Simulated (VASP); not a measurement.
# TePb (Fm-3m) in VASP: settings compared

TePb is run at these levels: PBE, LDA; tasks: single point.

Program: VASP 6.6.1. These are calculated values, not measurements. Logs are shortened: lines on timing, memory, paths and dates and some standing lists are left out, and cuts for length are marked.

## (1) The cell of the first run

It takes space group Fm-3m (No. 225, cubic). The conventional cell has a = 6.462 Å, b = 6.462 Å, c = 6.462 Å, α = 90.00°, β = 90.00°, γ = 90.00°. Pb (site symmetry m-3m) has 6 Te at 3.23 Å within 4.3 Å. Within 4.3 Å of Te (site symmetry m-3m) lie 6 Pb at 3.23 Å.

## (2) Single point, PBE, non-collinear spin, zero start, spin-orbit coupling

INCAR reads:

```
PREC = Accurate
ENCUT = 500
EDIFF = 1E-6
ISMEAR = 0
SIGMA = 0.03
LREAL = False
LASPH = True
NELM = 200
ALGO = Normal
ISIF = 2
LWAVE = False
LCHARG = True
MAGMOM = 0 0 0 0 0 0
LORBIT = 11
LSORBIT = True
GGA_COMPAT = False
LORBMOM = True
GGA = PE
LVHAR = True
NBANDS = 32
```

KPOINTS reads:

```
regular mesh
0
Gamma
  10 10 10
```

POSCAR reads:

```
TePb
1.0
    0.0000000000      3.2310000000      3.2310000000
    3.2310000000      0.0000000000      3.2310000000
    3.2310000000      3.2310000000      0.0000000000
Pb Te
1 1
Direct
    0.0000000000      0.0000000000      0.0000000000
    0.5000000000      0.5000000000      0.5000000000
```

Potentials or basis: VASP PAW PBE potentials, release 64 (Pb_d, Te).

On the command line:

```console
$ cat potpaw_PBE.64/Pb_d/POTCAR potpaw_PBE.64/Te/POTCAR > POTCAR
$ mpirun -np 1 vasp_ncl > vasp.out
```

OUTCAR:

```text
PREC = Accurate
   ENCUT = 500
   EDIFF = 1E-6
   ISMEAR = 0
   LREAL = False
   LASPH = True
   NELM = 200
   ISIF = 2
   LORBIT = 11
   LSORBIT = True
   GGA = PE

 ion  position               nearest neighbor table
   1  0.000  0.000  0.000-   2 3.23   2 3.23   2 3.23   2 3.23   2 3.23   2 3.23
   2  0.500  0.500  0.500-   1 3.23   1 3.23   1 3.23   1 3.23   1 3.23   1 3.23

  LATTYP: Found a face centered cubic cell.
 ALAT       =     6.4620000000

  Lattice vectors:

 A1 = (   0.0000000000,   3.2310000000,   3.2310000000)
 A2 = (   3.2310000000,   0.0000000000,   3.2310000000)
 A3 = (   3.2310000000,   3.2310000000,   0.0000000000)

Analysis of symmetry for initial positions (statically):
=====================================================================
 Subroutine PRICEL returns:
 Original cell was already a primitive cell.

 Routine SETGRP: Setting up the symmetry group for a
 face centered cubic supercell.

 Subroutine GETGRP returns: Found 48 space group operations
 (whereof 48 operations were pure point group operations)
 out of a pool of 48 trial point group operations.

The static configuration has the point symmetry O_h .

Analysis of symmetry for dynamics (positions and initial velocities):
=====================================================================
 Subroutine PRICEL returns:
 Original cell was already a primitive cell.

 Routine SETGRP: Setting up the symmetry group for a
 face centered cubic supercell.

 Subroutine GETGRP returns: Found 48 space group operations
 (whereof 48 operations were pure point group operations)
 out of a pool of 48 trial point group operations.

The dynamic configuration has the point symmetry O_h .

Analysis of structural, dynamic, and magnetic symmetry:
=====================================================================
 Subroutine PRICEL returns:
 Original cell was already a primitive cell.

 Routine SETGRP: Setting up the symmetry group for a
 face centered cubic supercell.

 Subroutine GETGRP returns: Found 48 space group operations
 (whereof 48 operations were pure point group operations)
 out of a pool of 48 trial point group operations.

The overall configuration has the point symmetry O_h .

 Subroutine INISYM returns: Found 48 space group operations
 (whereof 48 operations are pure point group operations),
 and found     1 'primitive' translations

----------------------------------------------------------------------------------------

                                     Primitive cell

  volume of cell :      67.4592

  direct lattice vectors                    reciprocal lattice vectors
     0.000000000  3.231000000  3.231000000    -0.154750851  0.154750851  0.154750851
     3.231000000  0.000000000  3.231000000     0.154750851 -0.154750851  0.154750851
     3.231000000  3.231000000  0.000000000     0.154750851  0.154750851 -0.154750851

  length of vectors
     4.569324020  4.569324020  4.569324020     0.268036337  0.268036337  0.268036337

  position of ions in fractional coordinates (direct lattice)
     0.000000000  0.000000000  0.000000000
     0.500000000  0.500000000  0.500000000

  ion indices of the primitive-cell ions
   primitive index   ion index
                 1           1
                 2           2

----------------------------------------------------------------------------------------

 KPOINTS: regular mesh

Automatic generation of k-mesh.
 Grid dimensions read from file:
 generate k-points for:   10   10   10

 Generating k-lattice:

  Cartesian coordinates                     Fractional coordinates (reciprocal lattice)
    -0.015475085  0.015475085  0.015475085     0.100000000  0.000000000  0.000000000
     0.015475085 -0.015475085  0.015475085     0.000000000  0.100000000  0.000000000
     0.015475085  0.015475085 -0.015475085     0.000000000  0.000000000  0.100000000
[... 98 lines left out ...]

 number of electron      20.0000003 magnetization      -0.0000000      0.0000000     -0.0000000

 Free energy of the ion-electron system (eV)
  ---------------------------------------------------
  ext. energy  EPLUGINS =         0.00000000
  ---------------------------------------------------
  free energy    TOTEN  =        -8.03485571 eV

  energy without entropy =       -8.03475164  energy(sigma->0) =       -8.03480368

 E-fermi :   5.7056     XC(G=0):  -9.2935

 val. band max:        5.6902429643   @ k =   0.5000   0.0000   0.0000
 cond. band min:       5.7210259951   @ k =   0.5000   0.0000   0.0000
 fundamental gap:      0.0307830308
 Fermi energy:         5.7056344796

 k-point     1 :       0.0000    0.0000    0.0000
  band No.  band energies     occupation
      1     -12.5226      1.00000
      2     -12.5226      1.00000
      3     -12.5226      1.00000
      4     -12.5226      1.00000
      5      -9.9705      1.00000
      6      -9.9705      1.00000
[... 829 lines left out ...]
     31      15.2855      0.00000
     32      15.2855      0.00000

 [... further k-points ...]

------------------------ aborting loop because EDIFF is reached ----------------------------------------

  FORCE on cell =-STRESS in cart. coord.  units (eV):
  Direction    XX          YY          ZZ          XY          YZ          ZX
  --------------------------------------------------------------------------------------
  -------------------------------------------------------------------------------------
  Total        0.8329848      0.8329848      0.8329848      0.0000000      0.0000000      0.0000000
  in kB       19.7836666     19.7836666     19.7836666      0.0000000      0.0000000      0.0000000
  external PRESSURE =      19.7836666 kB  Pullay stress =       0.0000000 kB

 VOLUME and BASIS-vectors are now :
 -----------------------------------------------------------------------------
  energy-cutoff  :      500.00
  volume of cell :       67.46
      direct lattice vectors                 reciprocal lattice vectors
     0.000000000  3.231000000  3.231000000    -0.154750851  0.154750851  0.154750851
     3.231000000  0.000000000  3.231000000     0.154750851 -0.154750851  0.154750851
     3.231000000  3.231000000  0.000000000     0.154750851  0.154750851 -0.154750851

 POSITION                                       TOTAL-FORCE (eV/Angst)
 -----------------------------------------------------------------------------------
      0.00000      0.00000      0.00000         0.000000     -0.000000     -0.000000
      3.23100      3.23100      3.23100        -0.000000      0.000000      0.000000
 -----------------------------------------------------------------------------------
    total drift:                               -0.000000      0.000000      0.000000

  FREE ENERGIE OF THE ION-ELECTRON SYSTEM (eV)
  ---------------------------------------------------
  free  energy   TOTEN  =        -8.0348557137 eV

  energy  without entropy=       -8.0347516448  energy(sigma->0) =       -8.03480368

 orbital moment (x)

 # of ion     p       d       tot
 ----------------------------------------
  1         0.000  -0.000  -0.000
  2         0.000  -0.000  -0.000
 ----------------------------------------
            0.000  -0.000  -0.000

 orbital moment (y)

 # of ion     p       d       tot
 ----------------------------------------
  1         0.000   0.000   0.000
  2         0.000  -0.000  -0.000
 ----------------------------------------
            0.000   0.000   0.000

 orbital moment (z)

 # of ion     p       d       tot
 ----------------------------------------
  1        -0.000   0.000  -0.000
  2         0.000   0.000   0.000
 ----------------------------------------
           -0.000   0.000  -0.000

 Spin-Orbit-Coupling matrix elements

 Ion:    1  E_soc:     -0.9014143
 l=   1
     0.0000000    -0.0828973    -0.0828973
    -0.0828973     0.0000000    -0.0828973
    -0.0828973    -0.0828973     0.0000000
 l=   2
     0.0000000    -0.0134698     0.0000000    -0.0134698    -0.0538686
    -0.0134698     0.0000000    -0.0404015    -0.0134698    -0.0134672
     0.0000000    -0.0404015     0.0000000    -0.0404015     0.0000000
    -0.0134698    -0.0134698    -0.0404015     0.0000000    -0.0134672
    -0.0538686    -0.0134672     0.0000000    -0.0134672     0.0000000
 l=   3
     0.0000000     0.0000000     0.0000000     0.0000000     0.0000000     0.0000000     0.0000000
     0.0000000     0.0000000     0.0000000     0.0000000     0.0000000     0.0000000     0.0000000
     0.0000000     0.0000000     0.0000000     0.0000000     0.0000000     0.0000000     0.0000000
     0.0000000     0.0000000     0.0000000     0.0000000     0.0000000     0.0000000     0.0000000
     0.0000000     0.0000000     0.0000000     0.0000000     0.0000000     0.0000000     0.0000000
     0.0000000     0.0000000     0.0000000     0.0000000     0.0000000     0.0000000     0.0000000
     0.0000000     0.0000000     0.0000000     0.0000000     0.0000000     0.0000000     0.0000000

 Ion:    2  E_soc:     -0.2165238
 l=   1
     0.0000000    -0.0361280    -0.0361280
    -0.0361280     0.0000000    -0.0361280
    -0.0361280    -0.0361280     0.0000000
 l=   2
     0.0000000    -0.0000100     0.0000000    -0.0000100     0.0000507
    -0.0000100     0.0000000     0.0000381    -0.0000100     0.0000127
     0.0000000     0.0000381     0.0000000     0.0000381     0.0000000
    -0.0000100    -0.0000100     0.0000381     0.0000000     0.0000127
     0.0000507     0.0000127     0.0000000     0.0000127     0.0000000
 l=   3
     0.0000000     0.0000000     0.0000000     0.0000000     0.0000000     0.0000000     0.0000000
     0.0000000     0.0000000     0.0000000     0.0000000     0.0000000     0.0000000     0.0000000
     0.0000000     0.0000000     0.0000000     0.0000000     0.0000000     0.0000000     0.0000000
     0.0000000     0.0000000     0.0000000     0.0000000     0.0000000     0.0000000     0.0000000
     0.0000000     0.0000000     0.0000000     0.0000000     0.0000000     0.0000000     0.0000000
     0.0000000     0.0000000     0.0000000     0.0000000     0.0000000     0.0000000     0.0000000
     0.0000000     0.0000000     0.0000000     0.0000000     0.0000000     0.0000000     0.0000000

 total charge

# of ion       s       p       d       tot
------------------------------------------
    1        1.450   0.606   9.834  11.891
    2        1.378   1.990   0.019   3.387
--------------------------------------------------
tot          2.829   2.596   9.853  15.277

 magnetization (x)

# of ion       s       p       d       tot
------------------------------------------
    1       -0.000  -0.000   0.000  -0.000
    2       -0.000   0.000   0.000   0.000
--------------------------------------------------
tot         -0.000   0.000   0.000  -0.000

 magnetization (y)

# of ion       s       p       d       tot
------------------------------------------
    1        0.000   0.000   0.000   0.000
    2        0.000   0.000   0.000   0.000
--------------------------------------------------
tot          0.000   0.000   0.000   0.000

 magnetization (z)

# of ion       s       p       d       tot
------------------------------------------
    1        0.000   0.000  -0.000  -0.000
    2       -0.000   0.000   0.000   0.000
--------------------------------------------------
tot         -0.000   0.000  -0.000   0.000
```

Wall time 5.6 min (1 thread of Oxide Virtual Turin-like, shared host); peak memory 0.42 GiB.

What came out:

* Free energy: -8.0349 eV
* Pressure: 2.0 GPa
* Net moment: 0.00 μB per cell
* Valence electrons inside the program's atomic spheres: Pb 11.89; Te 3.39

Moments on the atoms (μB; x, y, z):
```
Pb  0.00 0.00 0.00
Te  0.00 0.00 0.00
```

(Continued in part 2 of 2.)
